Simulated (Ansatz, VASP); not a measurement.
One calculation of BN, two programs

```
CELL_PARAMETERS angstrom
2.54395 0.00000 0.00000
-1.27197 2.20312 0.00000
0.00000 0.00000 4.20782
ATOMIC_POSITIONS crystal
B 0.66667 0.33333 0.00020
B 0.33333 0.66667 0.50020
N 0.66667 0.33333 0.37480
N 0.33333 0.66667 0.87480
```

Alike in both runs: task single point; functional HSE06; k mesh 9 × 9 × 4; no spin polarisation.

|  | VASP | Ansatz |
| --- | --- | --- |
| version | VASP 6.6.1 | Ansatz 0.2.0 |
| potentials or method | VASP PAW PBE potentials, release 64 (B, N) | plane waves, PAW |
| plane-wave cutoff (eV) | 520 | 420 |
| occupations | gaussian, width 0.01 eV | fixed |
| valence electrons in the cell | 16 | 16 |

|  | VASP | Ansatz | Ansatz less VASP |
| --- | --- | --- | --- |
| gap on the k mesh at the Fermi level (eV) | 6.51 | 6.53 | +0.019 |
| pressure (GPa) | -4.0 | -4.5 | -0.50 |
| traceless stress, the component that is largest in VASP (GPa) | -0.40 | -0.36 | +0.035 |
| rms of the force components (eV/Å) | 0.005 | 0.007 | +0.0017 |

Atom by atom the forces differ by 0.002 eV/Å (rms over components). Ansatz's warnings: stress exchange threshold loose, stress scf threshold loose.
